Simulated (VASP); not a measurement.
# SiO2 (Fddd) in VASP: notebook, part 2 of 3

VASP 6.6.1.

## (3) Single point, LDA (12.28 Å³/atom)

This run uses another cell than the first one, of 12.28 Å³/atom.

Contents of INCAR:

```
PREC = Accurate
ENCUT = 520
EDIFF = 1E-6
ISMEAR = 0
SIGMA = 0.02
LREAL = False
LASPH = True
NELM = 100
ALGO = Normal
ISIF = 2
LWAVE = False
LCHARG = False
NBANDS = 44
```

Contents of KPOINTS:

```
Automatic mesh
0
Gamma
  6 6 6
```

Contents of POSCAR:

```
SiO2
1.0
    0.0000000000      4.5167152707      7.2148930911
    2.2611338932      0.0000000000      7.2148930911
    2.2611338932      4.5167152707      0.0000000000
Si O
4 8
Direct
    0.5614053880      0.5614053880      0.9385946120
    0.3114053880      0.3114053880      0.6885946120
    0.6885946120      0.6885946120      0.3114053880
    0.9385946120      0.9385946120      0.5614053880
    0.6250000000      0.1250000000      0.6250000000
    0.6250000000      0.6250000000      0.1250000000
    0.6250000000      0.6250000000      0.6250000000
    0.1250000000      0.6250000000      0.6250000000
    0.1733994378      0.8266005622      0.1733994378
    0.8266005622      0.1733994378      0.8266005622
    0.4233994378      0.0766005622      0.4233994378
    0.0766005622      0.4233994378      0.0766005622
```

Potentials or basis: VASP PAW LDA potentials, release 64 (Si, O).

The run is started by

```bash
$ cat potpaw_LDA.64/Si/POTCAR potpaw_LDA.64/O/POTCAR > POTCAR
$ mpirun -np 1 vasp_std > vasp.out
```

OUTCAR:

```text
PREC = Accurate
   ENCUT = 520
   EDIFF = 1E-6
   ISMEAR = 0
   LREAL = False
   LASPH = True
   NELM = 100
   ISIF = 2

 ion  position               nearest neighbor table
   1  0.561  0.561  0.939-   6 1.56   7 1.56   9 1.59  10 1.59   4 2.87   4 2.87   3 3.12   3 3.12

   2  0.311  0.311  0.689-   5 1.56   8 1.56  11 1.59  12 1.59   3 2.87   3 2.87   4 3.12   4 3.12

   3  0.689  0.689  0.311-   6 1.56   7 1.56  11 1.59  12 1.59   2 2.87   2 2.87   1 3.12   1 3.12

   4  0.939  0.939  0.561-   5 1.56   8 1.56   9 1.59  10 1.59   1 2.87   1 2.87   2 3.12   2 3.12

   5  0.625  0.125  0.625-   2 1.56   4 1.56
   6  0.625  0.625  0.125-   1 1.56   3 1.56
   7  0.625  0.625  0.625-   1 1.56   3 1.56
   8  0.125  0.625  0.625-   2 1.56   4 1.56
   9  0.173  0.827  0.173-   1 1.59   4 1.59
  10  0.827  0.173  0.827-   1 1.59   4 1.59
  11  0.423  0.077  0.423-   2 1.59   3 1.59
  12  0.077  0.423  0.077-   2 1.59   3 1.59

  LATTYP: Found a face centered orthorhombic cell.
 ALAT       =     4.5222677864
 B/A-ratio  =     1.9975443667
 C/A-ratio  =     3.1908296598

  Lattice vectors:

 A1 = (   0.0000000000,   4.5167152707,   7.2148930911)
 A2 = (   2.2611338932,   0.0000000000,   7.2148930911)
 A3 = (   2.2611338932,   4.5167152707,   0.0000000000)

Analysis of symmetry for initial positions (statically):
=====================================================================
 Subroutine PRICEL returns:
 Original cell was already a primitive cell.

 Routine SETGRP: Setting up the symmetry group for a
 face centered orthorhombic supercell.

 Subroutine GETGRP returns: Found  8 space group operations
 (whereof  4 operations were pure point group operations)
 out of a pool of  8 trial point group operations.

The static configuration has the point symmetry D_2 .
 The point group associated with its full space group is D_2h.

Analysis of symmetry for dynamics (positions and initial velocities):
[... 160 lines left out ...]
   IVDW    =     0    specifies the selected vdW correction
   LEPSILON=     F    determine dielectric tensor
   LRPA    =     F    only Hartree local field effects (RPA)
 non-spin polarized calculation
 Gauss-broadening in eV      SIGMA  =   0.02
  energy-cutoff  :      520.00
  volume of cell :      147.37
 maximum number of plane-waves:      4018
   NGX = 31   NGY = 29   NGZ = 19

 number of electron      64.0000002 magnetization

 Free energy of the ion-electron system (eV)
  ---------------------------------------------------
  ext. energy  EPLUGINS =         0.00000000
  ---------------------------------------------------
  free energy    TOTEN  =      -103.06445737 eV

  energy without entropy =     -103.06445737  energy(sigma->0) =     -103.06445737

 E-fermi :   1.1610     XC(G=0):  -9.8253

 val. band max:        1.0629255042   @ k =   0.0000   0.0000   0.0000
 cond. band min:       6.8360381319   @ k =   0.0000   0.0000   0.0000
 fundamental gap:      5.7731126276
 Fermi energy:         1.1610115474

 k-point     1 :       0.0000    0.0000    0.0000
  band No.  band energies     occupation
      1     -18.5490      2.00000
      2     -17.4975      2.00000
      3     -17.4864      2.00000
      4     -16.2150      2.00000
      5     -16.1388      2.00000
      6     -16.0925      2.00000
[... 1117 lines left out ...]
     43      13.7435      0.00000
     44      13.8475      0.00000

 [... further k-points ...]

------------------------ aborting loop because EDIFF is reached ----------------------------------------

  FORCE on cell =-STRESS in cart. coord.  units (eV):
  Direction    XX          YY          ZZ          XY          YZ          ZX
  --------------------------------------------------------------------------------------
  -------------------------------------------------------------------------------------
  Total       12.7140207     12.4557094     12.7463715      0.0000000      0.0000000      0.0000000
  in kB      138.2243659    135.4160557    138.5760781      0.0000000      0.0000000      0.0000000
  external PRESSURE =     137.4054999 kB  Pullay stress =       0.0000000 kB

 VOLUME and BASIS-vectors are now :
 -----------------------------------------------------------------------------
  energy-cutoff  :      520.00
  volume of cell :      147.37
      direct lattice vectors                 reciprocal lattice vectors
     0.000000000  4.516715271  7.214893091    -0.221127993  0.110699916  0.069301096
     2.261133893  0.000000000  7.214893091     0.221127993 -0.110699916  0.069301096
     2.261133893  4.516715271  0.000000000     0.221127993  0.110699916 -0.069301096

 POSITION                                       TOTAL-FORCE (eV/Angst)
 -----------------------------------------------------------------------------------
      3.39170      6.77507      8.10096         0.000000      0.000000      0.048365
      2.26113      4.51672      4.49351        -0.000000      0.000000      0.048365
      2.26113      4.51672      9.93627        -0.000000      0.000000     -0.048365
      3.39170      6.77507     13.54372         0.000000      0.000000     -0.048365
      1.69585      5.64589      5.41117         0.000000      0.000000      0.000000
      1.69585      3.38754      9.01862        -0.000000      0.000000      0.000000
      2.82642      5.64589      9.01862         0.000000      0.000000      0.000000
      2.82642      3.38754      5.41117        -0.000000      0.000000      0.000000
      2.26113      1.56639      7.21489        -0.000000     -0.048503      0.000000
      2.26113      7.46704      7.21489        -0.000000      0.048503      0.000000
      1.13057      3.82475      3.60745         0.000000     -0.048503      0.000000
      1.13057      0.69197      3.60745         0.000000      0.048503      0.000000
 -----------------------------------------------------------------------------------
    total drift:                                0.000000      0.000000      0.000000

  FREE ENERGIE OF THE ION-ELECTRON SYSTEM (eV)
  ---------------------------------------------------
  free  energy   TOTEN  =      -103.0644573724 eV

  energy  without entropy=     -103.0644573724  energy(sigma->0) =     -103.06445737
```

OSZICAR:

```text
N       E                     dE             d eps       ncg     rms          rms(c)
DAV:   1     0.370912135458E+03    0.37091E+03   -0.34021E+04  4056   0.136E+03
DAV:   2    -0.918478230317E+02   -0.46276E+03   -0.44869E+03  5120   0.315E+02
DAV:   3    -0.117011600039E+03   -0.25164E+02   -0.25059E+02  5112   0.775E+01
DAV:   4    -0.117301848321E+03   -0.29025E+00   -0.28986E+00  4912   0.928E+00
DAV:   5    -0.117306438749E+03   -0.45904E-02   -0.45878E-02  5012   0.114E+00    0.325E+01
DAV:   6    -0.103495623512E+03    0.13811E+02   -0.49861E+01  4636   0.332E+01    0.165E+01
DAV:   7    -0.103213896709E+03    0.28173E+00   -0.15863E+00  4704   0.540E+00    0.553E+00
DAV:   8    -0.103085572538E+03    0.12832E+00   -0.10003E-01  4864   0.183E+00    0.216E+00
DAV:   9    -0.103064001255E+03    0.21571E-01   -0.34411E-02  4904   0.107E+00    0.309E-01
DAV:  10    -0.103064320158E+03   -0.31890E-03   -0.20149E-03  4816   0.265E-01    0.137E-01
DAV:  11    -0.103064443355E+03   -0.12320E-03   -0.26342E-04  4800   0.948E-02    0.467E-02
DAV:  12    -0.103064455361E+03   -0.12005E-04   -0.38964E-05  4940   0.455E-02    0.105E-02
DAV:  13    -0.103064457275E+03   -0.19140E-05   -0.73256E-06  4712   0.187E-02    0.506E-03
DAV:  14    -0.103064457372E+03   -0.97683E-07   -0.14303E-06  2968   0.657E-03
   1 F= -.10306446E+03 E0= -.10306446E+03  d E =-.187192E-14
```

Run time: 13 min. Hardware: 1 thread of Oxide Virtual Turin-like, shared host; peak memory 0.37 GiB.

What came out:

- Free energy: -103.0645 eV
- Pressure: 13.7 GPa
- Largest force: 0.049 eV/Å
- Band gap on the k mesh: 5.77 eV

Forces on the atoms (eV/Å):
```
Si   0.000  0.000  0.048
Si   0.000  0.000  0.048
Si   0.000  0.000 -0.048
Si   0.000  0.000 -0.048
O    0.000  0.000  0.000
O    0.000  0.000  0.000
O    0.000  0.000  0.000
O    0.000  0.000  0.000
O    0.000 -0.049  0.000
O    0.000  0.049  0.000
O    0.000 -0.049  0.000
O    0.000  0.049  0.000
```

Caveat: the cell stands under pressure. A k mesh can miss the band edges.

## (4) Single point, LDA (12.69 Å³/atom)

This run uses another cell than the first one, of 12.69 Å³/atom.

Contents of INCAR:

```
ALGO = Normal ; EDIFF = 1E-6
ENCUT = 520 ; ISIF = 2
ISMEAR = 0 ; LASPH = True
LCHARG = False ; LREAL = False
LWAVE = False ; NBANDS = 44
NELM = 60 ; PREC = Accurate
SIGMA = 0.02
```

Contents of KPOINTS:

```
k-points
0
Gamma
  6 6 6
```

Contents of POSCAR:

```
SiO2
1.0
    0.0000000000      4.5813078688      7.2489982014
    2.2919117202      0.0000000000      7.2489982014
    2.2919117202      4.5813078688      0.0000000000
Si O
4 8
Direct
    0.5620400196      0.5620400196      0.9379599804
    0.3120400196      0.3120400196      0.6879599804
    0.6879599804      0.6879599804      0.3120400196
    0.9379599804      0.9379599804      0.5620400196
    0.6250000000      0.1250000000      0.6250000000
    0.6250000000      0.6250000000      0.1250000000
    0.6250000000      0.6250000000      0.6250000000
    0.1250000000      0.6250000000      0.6250000000
    0.1777053767      0.8222946233      0.1777053767
    0.8222946233      0.1777053767      0.8222946233
    0.4277053767      0.0722946233      0.4277053767
    0.0722946233      0.4277053767      0.0722946233
```

Potentials or basis: VASP PAW LDA potentials, release 64 (Si, O).

The run is started by

```bash
$ cat potpaw_LDA.64/Si/POTCAR potpaw_LDA.64/O/POTCAR > POTCAR
$ mpirun -np 1 vasp_std > vasp.out
```

OUTCAR:

```text
EDIFF = 1E-6
   ENCUT = 520
   ISIF = 2
   ISMEAR = 0
   LASPH = True
   LREAL = False
   NELM = 60
   PREC = Accurate

 ion  position               nearest neighbor table
   1  0.562  0.562  0.938-   6 1.57   7 1.57   9 1.60  10 1.60   4 2.91   4 2.91   3 3.15   3 3.15

   2  0.312  0.312  0.688-   5 1.57   8 1.57  11 1.60  12 1.60   3 2.91   3 2.91   4 3.15   4 3.15

   3  0.688  0.688  0.312-   6 1.57   7 1.57  11 1.60  12 1.60   2 2.91   2 2.91   1 3.15   1 3.15

   4  0.938  0.938  0.562-   5 1.57   8 1.57   9 1.60  10 1.60   1 2.91   1 2.91   2 3.15   2 3.15

   5  0.625  0.125  0.625-   2 1.57   4 1.57
   6  0.625  0.625  0.125-   1 1.57   3 1.57
   7  0.625  0.625  0.625-   1 1.57   3 1.57
   8  0.125  0.625  0.625-   2 1.57   4 1.57
   9  0.178  0.822  0.178-   1 1.60   4 1.60
  10  0.822  0.178  0.822-   1 1.60   4 1.60
  11  0.428  0.072  0.428-   2 1.60   3 1.60
  12  0.072  0.428  0.072-   2 1.60   3 1.60
[... 218 lines left out ...]
      2     -17.6632      2.00000
      3     -17.6611      2.00000
      4     -16.4109      2.00000
      5     -16.3442      2.00000
      6     -16.3255      2.00000
[... 1117 lines left out ...]
     43      13.1331      0.00000
     44      13.3362      0.00000

 [... further k-points ...]

------------------------ aborting loop because EDIFF is reached ----------------------------------------

  FORCE on cell =-STRESS in cart. coord.  units (eV):
  Direction    XX          YY          ZZ          XY          YZ          ZX
  --------------------------------------------------------------------------------------
  -------------------------------------------------------------------------------------
  Total        8.5811091      8.3156629      8.5617146      0.0000000      0.0000000      0.0000000
  in kB       90.3147436     87.5209673     90.1106200      0.0000000      0.0000000      0.0000000
  external PRESSURE =      89.3154437 kB  Pullay stress =       0.0000000 kB

 VOLUME and BASIS-vectors are now :
 -----------------------------------------------------------------------------
  energy-cutoff  :      520.00
  volume of cell :      152.23
      direct lattice vectors                 reciprocal lattice vectors
     0.000000000  4.581307869  7.248998201    -0.218158490  0.109139140  0.068975048
     2.291911720  0.000000000  7.248998201     0.218158490 -0.109139140  0.068975048
     2.291911720  4.581307869  0.000000000     0.218158490  0.109139140 -0.068975048

 POSITION                                       TOTAL-FORCE (eV/Angst)
 -----------------------------------------------------------------------------------
      3.43787      6.87196      8.14845         0.000000     -0.000000      0.043278
      2.29191      4.58131      4.52396        -0.000000     -0.000000      0.043278
      2.29191      4.58131      9.97404        -0.000000     -0.000000     -0.043278
      3.43787      6.87196     13.59854         0.000000     -0.000000     -0.043278
      1.71893      5.72663      5.43675         0.000000     -0.000000     -0.000000
      1.71893      3.43598      9.06125         0.000000     -0.000000     -0.000000
      2.86489      5.72663      9.06125        -0.000000     -0.000000     -0.000000
      2.86489      3.43598      5.43675        -0.000000     -0.000000     -0.000000
      2.29191      1.62825      7.24900         0.000000     -0.044297     -0.000000
      2.29191      7.53437      7.24900         0.000000      0.044297     -0.000000
      1.14596      3.91890      3.62450        -0.000000     -0.044297     -0.000000
      1.14596      0.66241      3.62450        -0.000000      0.044297     -0.000000
 -----------------------------------------------------------------------------------
    total drift:                               -0.000000     -0.000000     -0.000000

  FREE ENERGIE OF THE ION-ELECTRON SYSTEM (eV)
  ---------------------------------------------------
  free  energy   TOTEN  =      -103.4076707073 eV

  energy  without entropy=     -103.4076707073  energy(sigma->0) =     -103.40767071
```

stdout:

```text
POSCAR found type information on POSCAR SiO
 POSCAR found :  2 types and      12 ions
 scaLAPACK will be used
 LDA part: xc-table for (Slater(with rela. corr.)+CA(PZ))
 , standard interpolation
 POSCAR, INCAR and KPOINTS ok, starting setup
 FFT: planning ... GRIDC
 FFT: planning ... GRID_SOFT
 FFT: planning ... GRID
 WAVECAR not read
 entering main loop
```

Run time: 12 min. Hardware: 1 thread of Oxide Virtual Turin-like, shared host; peak memory 0.38 GiB.

What came out:

| Quantity | Value |
| --- | --- |
| Free energy | -103.4077 eV |
| Pressure | 8.9 GPa |
| Largest force | 0.044 eV/Å |
| Band gap on the k mesh | 5.77 eV |

Forces in eV/Å, atoms in the order of the input:
```
Si   0.000  0.000  0.043
Si   0.000  0.000  0.043
Si   0.000  0.000 -0.043
Si   0.000  0.000 -0.043
O    0.000  0.000  0.000
O    0.000  0.000  0.000
O    0.000  0.000  0.000
O    0.000  0.000  0.000
O    0.000 -0.044  0.000
O    0.000  0.044  0.000
O    0.000 -0.044  0.000
O    0.000  0.044  0.000
```

Stress tensor (GPa, compression positive):
```
9.03 0.00 0.00
0.00 8.75 0.00
0.00 0.00 9.01
```

Levels at points of the mesh, in eV from the valence-band top:
```csv
k point,band 29,band 30,band 31,band 32,band 33,band 34,band 35,band 36
"(0.00, 0.00, 0.00)",-0.52,-0.51,-0.08,0.00,5.77,8.16,8.43,8.64
"(0.50, 0.00, 0.00)",-0.67,-0.59,-0.34,-0.27,8.27,8.84,9.55,9.64
"(0.50, 0.50, 0.00)",-0.73,-0.73,-0.14,-0.14,6.95,6.95,8.73,8.73
"(0.50, 0.00, 0.50)",-1.04,-1.04,-0.37,-0.37,7.89,7.89,9.34,9.34
"(0.00, 0.50, 0.50)",-1.00,-1.00,-0.21,-0.21,8.32,8.32,9.00,9.00
```

Caveat: the cell stands under pressure. A k mesh can miss the band edges.

(Continued in part 3 of 3.)
